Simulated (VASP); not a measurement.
Here is a VASP 6.6.1 calculation.

Contents of INCAR:

```
  ALGO = Normal
  EDIFF = 1E-7
  ENCUT = 520
  GGA = PS
  ISIF = 2
  ISMEAR = -1
  LASPH = T
  LCHARG = F
  LREAL = F
  LWAVE = F
  NBANDS = 8
  NELM = 100
  PREC = Accurate
  SIGMA = 0.05
```

Contents of KPOINTS:

```
k-points
0
Gamma
  10 10 10
```

POSCAR

```
Sb
1.0
    0.0000000000      2.1657831061      2.1657831061
    2.1657831061      0.0000000000      2.1657831061
    2.1657831061      2.1657831061      0.0000000000
Sb
1
Direct
    0.0000000000      0.0000000000      0.0000000000
```

Potentials or basis: VASP PAW PBE potentials, release 64 (Sb).

The run is started by

```console
$ cat potpaw_PBE.64/Sb/POTCAR > POTCAR
$ mpirun -np 1 vasp_std > vasp.out
```

(1) What does it give for the pressure?

(2) Predict the band gap on the k mesh.

Results:

(1) 30.5 GPa.

(2) zero (an odd number of electrons rules out a gap without spin polarisation).

Caveat: the cell stands under pressure; the PAW data sets were made with another functional, which shifts forces and pressure a little; spin-orbit coupling is left out, which moves the levels of the heavy elements.
